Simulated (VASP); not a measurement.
Runs of VASP 6.6.1 on In. The structure is that of space group Fd-3m (No. 227), or close to it. The cells are those of the table. This isn't the form of In at room conditions, which is tetragonal.

```csv
cell,gap on the mesh (eV),pressure (GPa)
"a = 4.762 Å, angles 60.0°, 2 atoms",none,0.8
"a = 4.626 Å, angles 60.0°, 2 atoms",none,3.4
"a = 4.695 Å, angles 60.0°, 2 atoms",none,(a)
"a = 5.013 Å, angles 60.0°, 2 atoms",none,(b)
"a = 4.952 Å, angles 60.0°, 2 atoms",none,-1.1
```

Alike in all rows: task single point; level revPBE; potentials or basis VASP PAW PBE potentials, release 64 (In_d); no spin polarisation; k mesh 9 × 9 × 9; cutoff (eV) 520; smearing fermi-dirac 0.1 eV.

Estimate the missing entries.

(a) 2.0; (b) -1.4.

Caveats: the PAW data sets were made with another functional, which shifts forces and pressure a little; spin-orbit coupling is left out, which moves the levels of the heavy elements; the cell stands under pressure (at least some runs).

A k mesh can miss the band edges, and the runs leave out spin-orbit coupling on In.

A gap of «none» marks levels without a gap at the run's occupations.
